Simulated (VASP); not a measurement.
# P3Pb: single point with revPBE

P3Pb:

```
P Pb
1.0
     6.04221    0.00000    0.00000
    -3.02111    5.23271    0.00000
     0.00000    0.00000    5.58040
P Pb
6 2
Direct
  0.87628 0.75256 0.25000
  0.12372 0.87628 0.75000
  0.24744 0.12372 0.25000
  0.12372 0.24744 0.75000
  0.87628 0.12372 0.25000
  0.75256 0.87628 0.75000
  0.33333 0.66667 0.25000
  0.66667 0.33333 0.75000
```

```
Program                : VASP 6.6.1
Task                   : single point
Functional             : revPBE
Potentials or basis    : VASP PAW PBE potentials, release 64 (P, Pb_d)
Cutoff                 : 520 eV
k mesh                 : 6 × 6 × 8
Occupations            : gaussian, width 0.1 eV
Spin                   : no spin polarisation
Dipole correction      : no
Further INCAR settings : ALGO = Normal; EDIFF = 1e-06; NBANDS = 39
```

The pressure is 1.6 GPa, the largest force is 0.221 eV/Å and the band gap on the k mesh is zero (bands 29 and 30 overlap by 1.50 eV).

Forces in eV/Å, atoms in the order of the input:
```
P    0.000 -0.221  0.000
P    0.191 -0.110  0.000
P    0.191  0.110  0.000
P    0.000  0.221  0.000
P   -0.191  0.110  0.000
P   -0.191 -0.110  0.000
Pb   0.000  0.000  0.000
Pb   0.000  0.000  0.000
```

Stress tensor (GPa, compression positive):
```
2.30 0.00 0.00
0.00 2.30 0.00
0.00 0.00 0.13
```

Levels at points of the mesh, in eV from the Fermi level:
| k point | band 26 | band 27 | band 28 | band 29 | band 30 | band 31 | band 32 | band 33 |
| --- | --- | --- | --- | --- | --- | --- | --- | --- |
| (0.00, 0.00, 0.00) | -2.79 | -2.79 | -0.56 | 0.47 | 1.02 | 1.02 | 1.37 | 1.65 |
| (0.50, 0.00, 0.00) | -2.79 | -2.46 | -1.70 | -0.85 | 0.68 | 0.80 | 0.99 | 1.65 |
| (0.00, 0.00, 0.50) | -3.67 | 0.18 | 0.18 | 0.18 | 0.18 | 1.71 | 1.71 | 2.09 |
| (0.50, 0.00, 0.50) | -3.24 | -0.75 | -0.75 | -0.52 | -0.52 | 0.16 | 0.16 | 1.08 |

Wall time 2 min on 1 thread of Intel(R) Xeon(R) 6975P-C (Granite Rapids), on a shared host, peak memory 0.4 GiB.

Caveat: the PAW data sets were made with another functional, which shifts forces and pressure a little; spin-orbit coupling is left out, which moves the levels of the heavy elements.
